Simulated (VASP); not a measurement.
Wanted: the native input for a VASP 6.6.1 run.

* Task: single point
* Functional: PBE
* Potentials or basis: VASP PAW PBE potentials, release 64 (C_h, O_h)
* Cutoff: 910 eV
* k mesh: 6 × 6 × 6
* Occupations: gaussian, width 0.02 eV
* Spin: no spin polarisation
* Dipole correction: no
* Further INCAR settings: ALGO = Normal; EDIFF = 1e-06; NBANDS = 25

The structure of CO2 lies in POSCAR:

```
CO2
1.0
    4.7360023065      0.0000000000      0.0000000000
    0.0000000000      4.7360023065      0.0000000000
    0.0000000000      0.0000000000      5.0465802287
C O
2 4
Direct
    0.5000000000      0.5000000000      0.5000000000
    0.0000000000      0.0000000000      0.0000000000
    0.3253334346      0.6746665654      0.5000000000
    0.6746665654      0.3253334346      0.5000000000
    0.1746665654      0.1746665654      0.0000000000
    0.8253334346      0.8253334346      0.0000000000
```

The input as run:

INCAR

```
PREC = Accurate
ENCUT = 910
EDIFF = 1E-6
ISMEAR = 0
SIGMA = 0.02
LREAL = F
LASPH = T
NELM = 120
ALGO = Normal
ISIF = 2
LWAVE = F
LCHARG = T
GGA = PE
LELF = T
LVHAR = T
NBANDS = 25
GGA_COMPAT = F
```

KPOINTS

```
Automatic mesh
0
Gamma
  6 6 6
```

Potentials or basis: VASP PAW PBE potentials, release 64 (C_h, O_h).

The run is started by

```bash
$ cat potpaw_PBE.64/C_h/POTCAR potpaw_PBE.64/O_h/POTCAR > POTCAR
$ mpirun -np 1 vasp_std > vasp.out
```

Results of the run:

| Item | Value |
| --- | --- |
| Pressure | -0.3 GPa |
| Largest force | 0.010 eV/Å |
| Band gap on the k mesh | 6.52 eV (least direct gap 6.71 eV) |

Caveat: this functional lacks dispersion, which holds the molecules together, so the pressure and a relaxed volume are unreliable.

It took 3.9 min on 1 thread of Intel(R) Xeon(R) Platinum 8488C (Sapphire Rapids), on a shared host, peak memory 0.44 GiB.
